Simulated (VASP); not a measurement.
Input of a VASP 6.6.1 run:

Contents of INCAR:

```
PREC     = Accurate       # precision mode
ENCUT    = 600            # plane-wave cutoff, eV
EDIFF    = 1E-6           # SCF threshold, eV
ISMEAR   = -1             # smearing method
SIGMA    = 0.05           # smearing width, eV
LREAL    = F              # projectors in reciprocal space
LASPH    = T              # aspherical terms in the spheres
NELM     = 80             # most SCF steps
ALGO     = Normal         # electronic algorithm
ISIF     = 3              # what is computed and relaxed
LWAVE    = F              # write WAVECAR
LCHARG   = F              # write CHGCAR
GGA      = PS             # functional
IBRION   = 2              # ionic algorithm
NSW      = 80             # ionic steps
EDIFFG   = -0.02          # ionic threshold
```

Contents of KPOINTS:

```
regular mesh
0
Gamma
  9 9 4
```

POSCAR

```
MoS2
1.0
    3.2274645616      0.0000000000      0.0000000000
   -1.6137322808      2.7950663001      0.0000000000
    0.0000000000      0.0000000000      6.3124734200
Mo S
1 2
Direct
    0.0000000000      0.0000000000      0.5000000000
    0.6666666667      0.3333333333      0.7446806800
    0.3333333333      0.6666666667      0.2553193200
```

Potentials or basis: VASP PAW PBE potentials, release 64 (Mo_sv, S).

Run with:

```sh
$ cat potpaw_PBE.64/Mo_sv/POTCAR potpaw_PBE.64/S/POTCAR > POTCAR
$ mpirun -np 1 vasp_std > vasp.out
```

Task: What does it give for the space group after relaxing (to 0.1 Å)?

Result: P-3m1 (No. 164).

Task: What does it give for the band gap on the k mesh?

Result: Zero (bands 13 and 14 overlap by 1.08 eV).

Task: Estimate the relaxed cell.

Result: a = 3.148 Å, b = 3.148 Å, c = 6.059 Å, α = 90.00°, β = 90.00°, γ = 120.00°.

Task: What does it give for the relaxed volume?

Result: 17.33 Å³/atom.

Forces in eV/Å, atoms in the order of the input:
```
Mo   0.000  0.000  0.000
S    0.000  0.000 -0.015
S    0.000  0.000  0.015
```

Caveat: the PAW data sets were made with another functional, which shifts forces and pressure a little; this functional lacks dispersion, which binds the layers, so the pressure and a relaxed spacing across them are unreliable.
